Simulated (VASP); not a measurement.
Here is a VASP 6.6.1 calculation.

INCAR

```
PREC = Accurate
ENCUT = 520
EDIFF = 1E-6
ISMEAR = 0
SIGMA = 0.1
LREAL = F
LASPH = T
NELM = 80
ALGO = Normal
ISIF = 2
LWAVE = F
LCHARG = F
GGA = PE
NBANDS = 21
```

KPOINTS

```
Automatic mesh
0
Gamma
  10 10 8
```

File POSCAR:

```
La2O
1.0
    3.6775475488      0.0000000000      0.0000000000
    0.0000000000      3.6775475488      0.0000000000
    0.0000000000      0.0000000000      5.1503595798
La O
2 1
Direct
    0.5000000000      0.5000000000      0.5000000000
    0.0000000000      0.0000000000      0.0000000000
    0.0000000000      0.0000000000      0.5000000000
```

Potentials or basis: VASP PAW PBE potentials, release 64 (La, O).

Command:

```sh
$ cat potpaw_PBE.64/La/POTCAR potpaw_PBE.64/O/POTCAR > POTCAR
$ mpirun -np 1 vasp_std > vasp.out
```

(1) Estimate the pressure.

(2) Estimate the band gap on the k mesh.

## Answers

(1) -0.1 GPa.

(2) zero (bands 14 and 15 overlap by 2.05 eV).

Caveat: spin-orbit coupling is left out, which moves the levels of the heavy elements.
